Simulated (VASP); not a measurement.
The system is FeO (Wuestite).

```xyz
2
Lattice="0.0000 2.1554 2.1554 2.1554 0.0000 2.1554 2.1554 2.1554 0.0000" Properties=species:S:1:pos:R:3 pbc="T T T"
Fe    0.0000    0.0000    0.0000
O     2.1554    2.1554    2.1554
```

Program: VASP 6.6.1. Alike in all runs: task single point; potentials or basis VASP PAW PBE potentials, release 64 (Fe, O); cell as given.

Question: Order these runs on this cell by their pressure, lowest first.
A. level PBE; spin collinear, ferromagnetic start; fixed moment (μB) 0.8; k mesh 9 × 9 × 9; cutoff (eV) 520; smearing fermi-dirac 0.05 eV
B. level RPBE+D4; spin collinear, ferromagnetic start; k mesh 11 × 11 × 11; cutoff (eV) 520; smearing tetrahedron
C. level PBEsol; spin off; k mesh 11 × 11 × 11; cutoff (eV) 520; smearing fermi-dirac 0.05 eV
D. level PBEsol; spin collinear, ferromagnetic start; k mesh 11 × 11 × 11; cutoff (eV) 520; smearing fermi-dirac 0.05 eV
E. level PBE; spin collinear, ferromagnetic start; k mesh 6 × 6 × 6; cutoff (eV) 600; smearing fermi-dirac 0.05 eV

Answer: C (-33.4 GPa), A (-22.8 GPa), D (-8.2 GPa), B (-3.8 GPa), E (-0.2 GPa).

Caveats: some runs use coarse meshes; a cell with one magnetic atom can't hold antiferromagnetic order, which such compounds often take (some runs); the PAW data sets were made with another functional, which shifts forces and pressure a little (some runs); pairwise dispersion overbinds metals, which lowers pressure and volume (some runs); tetrahedron occupations give inexact forces and stress in metals (some runs); the total moment is fixed, so each spin has its own Fermi level (some runs).
